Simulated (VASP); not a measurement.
**WC (zincblende type): relaxation of cell and atoms with PBE**

Crystal: WC (zincblende type).

```
W C
1.0
     0.00000    2.09201    2.09201
     2.09201    0.00000    2.09201
     2.09201    2.09201    0.00000
W C
1 1
Cartesian
  0.0000 0.0000 0.0000
  1.0460 1.0460 1.0460
```

```yaml
Program: VASP 6.6.1
Task: relaxation of cell and atoms
Functional: PBE
Potentials_or_basis: VASP PAW PBE potentials, release 64 (W_sv, C)
Cutoff: 600 eV
k_mesh: 15 × 15 × 15
Occupations: fermi-dirac, width 0.08 eV
Spin: no spin polarisation
Target_pressure: 150 GPa
Dipole_correction: no
Further_INCAR_settings: ALGO = Normal; EDIFF = 1e-06; IBRION = 2; EDIFFG = -0.005; NSW = 60; ISIF = 3
```

* Relaxed volume: 9.57 Å³/atom
* Relaxed cell: a = 3.002 Å, b = 3.002 Å, c = 3.002 Å, α = 60.00°, β = 60.00°, γ = 60.00°
* Space group after relaxing (to 0.1 Å): F-43m (No. 216)
* Energy change on relaxing (the run minimises the enthalpy): -429.7 meV/atom
* Ionic steps: 15
* Pressure after relaxing: 150.1 GPa
* Band gap on the k mesh: zero (bands 9 and 10 overlap by 1.74 eV)

The path:
```
step  energy change (eV)  largest force (eV/Å)  pressure (GPa)  volume (Å³)
   1              0.0000                0.0000          186.97        18.31
   2             -3.2697                0.0000           17.73        24.50
   3             -0.9652                0.0000          145.40        19.25
   4             -0.8642                0.0000          149.83        19.14
   5             -0.8485                0.0000          150.48        19.12
   6             -0.8493                0.0000          150.53        19.12
   7             -0.8518                0.0000          150.42        19.12
   8             -0.8518                0.0000          150.39        19.12
   9             -0.8518                0.0000          150.39        19.12
  10             -0.8520                0.0000          150.39        19.12
  11             -0.8522                0.0000          150.38        19.12
  12             -0.8527                0.0000          150.37        19.12
  13             -0.8536                0.0000          150.35        19.13
  14             -0.8556                0.0000          150.25        19.13
  15             -0.8594                0.0000          150.07        19.13
```

Final structure:
```yaml
crystal:
  lattice:
    - [0.00000, 2.12278, 2.12278]
    - [2.12278, 0.00000, 2.12278]
    - [2.12278, 2.12278, 0.00000]
  atoms:
    - { symbol: W, position: [0.00000, 0.00000, 0.00000] }
    - { symbol: C, position: [0.25000, 0.25000, 0.25000] }
```

Levels at points of the mesh, in eV from the Fermi level:
| k point | band 7 | band 8 | band 9 | band 10 | band 11 | band 12 |
| --- | --- | --- | --- | --- | --- | --- |
| (0.00, 0.00, 0.00) | -7.71 | -7.71 | -0.07 | -0.07 | 3.47 | 9.12 |

Run time: 71 s on 1 thread of Intel(R) Xeon(R) 6975P-C (Granite Rapids), on a shared host, peak memory 0.18 GiB.

Caveat: the cell is relaxed towards a set pressure, so the run minimises the enthalpy, not the energy; spin-orbit coupling is left out, which moves the levels of the heavy elements.
